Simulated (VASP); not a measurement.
A run of VASP 6.6.1 is set up as follows.

File POSCAR:

```
Pt
1.0
    0.0000000000      1.9702320087      1.9702320087
    1.9702320087      0.0000000000      1.9702320087
    1.9702320087      1.9702320087      0.0000000000
Pt
1
Direct
    0.0000000000      0.0000000000      0.0000000000
```

File INCAR.step1:

```
ALGO     = Normal         # electronic algorithm
EDIFF    = 1E-4           # SCF threshold, eV
ENCUT    = 520            # plane-wave cutoff, eV
GGA      = PE             # functional
ISMEAR   = -1             # smearing method
LASPH    = T              # aspherical terms in the spheres
LCHARG   = F              # write CHGCAR
LREAL    = F              # projectors in reciprocal space
LWAVE    = T              # write WAVECAR
NBANDS   = 11             # bands
NELM     = 100            # most SCF steps
PREC     = Accurate       # precision mode
SIGMA    = 0.05           # smearing width, eV
```

INCAR.step2

```
ALGO     = Normal         # electronic algorithm
EDIFF    = 1E-6           # SCF threshold, eV
ENCUT    = 520            # plane-wave cutoff, eV
ISIF     = 2              # what is computed and relaxed
ISMEAR   = -1             # smearing method
ISTART   = 1            
LASPH    = T              # aspherical terms in the spheres
LCHARG   = F              # write CHGCAR
LMIXTAU  = T            
LREAL    = F              # projectors in reciprocal space
LWAVE    = F              # write WAVECAR
METAGGA  = R2SCAN         # meta-GGA
NBANDS   = 11             # bands
NELM     = 100            # most SCF steps
PREC     = Accurate       # precision mode
SIGMA    = 0.05           # smearing width, eV
```

The input KPOINTS:

```
k-points
0
Gamma
  18 18 18
```

Potentials or basis: VASP PAW PBE potentials, release 64 (Pt).

Run with:

```console
$ cat potpaw_PBE.64/Pt/POTCAR > POTCAR
$ cp INCAR.step1 INCAR
$ mpirun -np 1 vasp_std > vasp.out
$ cp INCAR.step2 INCAR
$ mpirun -np 1 vasp_std > vasp.out
```

(1) Estimate the pressure.

(2) Predict the band gap on the k mesh.

Answers

(1) 0.7 GPa.

(2) zero (band 5 reaches 11.26 eV, above the bottom of band 6 at 8.94 eV).

Caveat: the PAW data sets were made with another functional, which shifts forces and pressure a little; spin-orbit coupling is left out, which moves the levels of the heavy elements.
